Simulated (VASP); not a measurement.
A run of VASP 6.6.1:

INCAR

```
SYSTEM = CoO
  ALGO = Normal
  EDIFF = 1E-6
  ENCUT = 520
  GGA = PE
  ISIF = 2
  ISMEAR = 0
  ISPIN = 2
  LASPH = .True.
  LCHARG = .False.
  LDAU = .True.
  LDAUJ = 0 0
  LDAUL = 2 -1
  LDAUPRINT = 1
  LDAUTYPE = 2
  LDAUU = 3.32 0
  LMAXMIX = 4
  LORBIT = 11
  LREAL = .False.
  LWAVE = .False.
  MAGMOM = -2.6 2.6 0.11 -0.11
  NBANDS = 27
  NELM = 150
  PREC = Accurate
  SIGMA = 0.02
```

File KPOINTS:

```
k-points
0
Gamma
  12 12 6
  0 0 0
```

The input POSCAR:

```
CoO
1.0
    3.1062782829      0.0000000000      0.0000000000
   -1.5531391415      2.6901159042      0.0000000000
    0.0000000000      0.0000000000      5.1221359720
Co O
2 2
Direct
    0.0000000000      0.0000000000      0.0038700048
    0.3333333333      0.6666666667      0.5038699779
    0.0000000000      0.0000000000      0.3711304957
    0.3333333333      0.6666666667      0.8711305216
```

Potentials or basis: VASP PAW PBE potentials, release 64 (Co, O).

The run is started by

```console
$ cat potpaw_PBE.64/Co/POTCAR potpaw_PBE.64/O/POTCAR > POTCAR
$ mpirun -np 1 vasp_std > vasp.out
```

Hardware: 1 thread of Intel(R) Xeon(R) 6975P-C (Granite Rapids) (shared host).

Q: Estimate the wall time of this run.

A: It took 66 s on 1 thread of Intel(R) Xeon(R) 6975P-C (Granite Rapids) (shared host), peak memory 0.26 GiB. Counts: scf iterations 17, k points 76.
